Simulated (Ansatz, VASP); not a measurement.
One calculation of BN, two programs

```
B N
1.0
     2.55394    0.00000    0.00000
    -1.27697    2.21178    0.00000
     0.00000    0.00000    4.22685
B N
2 2
Direct
  0.71753 0.43506 0.10619
  0.33333 0.66667 0.49972
  0.66667 0.33333 0.62528
  0.33333 0.66667 0.12528
```

Alike in both runs: task single point; functional PBE; k mesh 12 × 12 × 6; occupations gaussian, width 0.05 eV; no spin polarisation.

|  | VASP | Ansatz |
| --- | --- | --- |
| version | VASP 6.6.1 | Ansatz 0.2.0 |
| potentials or method | VASP PAW PBE potentials, release 64 (B, N), cutoff 520 eV | scalar-relativistic, plane waves, PAW |
| valence electrons in the cell | 16 | 16 |

```tsv
	VASP	Ansatz	Ansatz less VASP
gap on the k mesh at the Fermi level (eV)	2.45	2.45	+0.005
least direct gap on the mesh (eV)	4.08	4.08	+0.004
pressure (GPa)	27.5	27.3	-0.12
traceless stress, the component that is largest in VASP (GPa)	-17.42	-17.28	+0.134
rms of the force components (eV/Å)	3.196	3.194	-0.0015
```

Atom by atom the forces differ by 0.012 eV/Å (rms over components).
